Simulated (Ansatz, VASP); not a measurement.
## Two plane-wave programs on Cd3O

INCAR

```
ALGO     = Normal         # electronic algorithm
EDIFF    = 1E-7           # SCF threshold, eV
EDIFFG   = -0.01          # ionic threshold
ENCUT    = 600            # plane-wave cutoff, eV
GGA      = PE             # functional
GGA_COMPAT= F            
IBRION   = 2              # ionic algorithm
ISIF     = 3              # what is computed and relaxed
ISMEAR   = 0              # smearing method
LASPH    = T              # aspherical terms in the spheres
LCHARG   = F              # write CHGCAR
LREAL    = F              # projectors in reciprocal space
LWAVE    = F              # write WAVECAR
NELM     = 120            # most SCF steps
NELMIN   = 4            
NSW      = 100            # ionic steps
PREC     = Accurate       # precision mode
SIGMA    = 0.1            # smearing width, eV
```

KPOINTS

```
k-points
0
Gamma
  8 8 8
```

The input POSCAR:

```
Cd3O
1.0
    5.3320443883      0.0000000000      0.0000000000
    0.0000000000      5.3320443883      0.0000000000
    0.0000000000      0.0000000000      5.3320443883
Cd O
6 2
Direct
    0.0000000000      0.5000000000      0.2500000000
    0.0000000000      0.5000000000      0.7500000000
    0.2500000000      0.0000000000      0.5000000000
    0.7500000000      0.0000000000      0.5000000000
    0.5000000000      0.7500000000      0.0000000000
    0.5000000000      0.2500000000      0.0000000000
    0.0000000000      0.0000000000      0.0000000000
    0.5000000000      0.5000000000      0.5000000000
```

Input for Ansatz:

```yaml
crystal:
  lattice:
    - [5.3320443883, 0.0, 0.0]
    - [0.0, 5.3320443883, 0.0]
    - [0.0, 0.0, 5.3320443883]
  atoms:
    - { symbol: Cd, position: [0.0, 0.5, 0.25] }
    - { symbol: Cd, position: [0.0, 0.5, 0.75] }
    - { symbol: Cd, position: [0.25, 0.0, 0.5] }
    - { symbol: Cd, position: [0.75, 0.0, 0.5] }
    - { symbol: Cd, position: [0.5, 0.75, 0.0] }
    - { symbol: Cd, position: [0.5, 0.25, 0.0] }
    - { symbol: O, position: [0.0, 0.0, 0.0] }
    - { symbol: O, position: [0.5, 0.5, 0.5] }
basis:
  ecutwfc: 420
kpoints:
  mp_grid: { grid: [8, 8, 8] }
hamiltonian:
  xc: pbe
scf:
  occupations: { method: gaussian, width: 0.1 }
output:
  forces: true
  stress: true
  eigenvalues: true
  write_density: true
  write_potential: true
  elf: true
  volumetric_format: npy
relax:
  adjacent_minimum: "off"
  f_tol: 0.01
  max_steps: 80
  cell: { stress_tol: 0.05 }
```

Alike in both runs: task relaxation of cell and atoms; functional PBE; k mesh 8 × 8 × 8; occupations gaussian, width 0.1 eV; no spin polarisation.

```csv
,VASP,Ansatz
version,VASP 6.6.1,Ansatz 0.2.0
potentials or method,"VASP PAW PBE potentials, release 64 (Cd, O), cutoff 600 eV","scalar-relativistic, plane waves, PAW"
valence electrons in the cell,84,132
```

Ansatz gave:

* gap on the k mesh at the Fermi level, each at its own relaxed structure (eV): none
* relaxed volume (Å³/atom): 18.95
* relaxed cell length with the largest relative difference (Å): 5.332

**Question.** Which values does VASP return?

**Answer.** gap on the k mesh at the Fermi level, each at its own relaxed structure (eV): none; relaxed volume (Å³/atom): 19.04; relaxed cell length with the largest relative difference (Å): 5.341.

A gap of «none» marks a metal or a gap that the smearing closes. VASP's potentials hold 84 valence electrons a cell and Ansatz's 132, so a difference there can come from the potentials and not from the codes.
